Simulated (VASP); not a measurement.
Input of a VASP 6.6.1 run:

File INCAR:

```
SYSTEM = SnO2
PREC     = Accurate       ! precision mode
ENCUT    = 520            ! plane-wave cutoff, eV
EDIFF    = 1E-6           ! SCF threshold, eV
ISMEAR   = 0              ! smearing method
SIGMA    = 0.01           ! smearing width, eV
LREAL    = .False.        ! projectors in reciprocal space
LASPH    = .True.         ! aspherical terms in the spheres
NELM     = 80             ! most SCF steps
ALGO     = Normal         ! electronic algorithm
ISIF     = 2              ! what is computed and relaxed
LWAVE    = .False.        ! write WAVECAR
LCHARG   = .False.        ! write CHGCAR
GGA      = PS             ! functional
NBANDS   = 35             ! bands
```

Contents of KPOINTS:

```
Automatic mesh
0
Gamma
  6 6 2
  0 0 0
```

File POSCAR:

```
SnO2
1.0
    3.2305800000      0.0000000000      0.0000000000
   -1.6152900000      2.7977600000      0.0000000000
    0.0000000000      0.0000000000     10.7905600000
Sn O
2 4
Direct
    0.0000000000      0.0000000000      0.5000000000
    0.0000000000      0.0000000000      0.0000000000
    0.6666666667      0.3333333333      0.4058600000
    0.6666666667      0.3333333333      0.0941400000
    0.3333333333      0.6666666667      0.5941400000
    0.3333333333      0.6666666667      0.9058600000
```

Potentials or basis: VASP PAW PBE potentials, release 64 (Sn_d, O).

Command:

```sh
$ cat potpaw_PBE.64/Sn_d/POTCAR potpaw_PBE.64/O/POTCAR > POTCAR
$ mpirun -np 1 vasp_std > vasp.out
```

(1) What does it give for the largest force?

(2) Predict the band gap on the k mesh.

(3) Predict the pressure.

Results:

(1) 0.335 eV/Å.

(2) 2.07 eV, indirect (least direct gap 2.45 eV).

(3) -3.8 GPa.

Caveat: the PAW data sets were made with another functional, which shifts forces and pressure a little; spin-orbit coupling is left out, which moves the levels of the heavy elements.
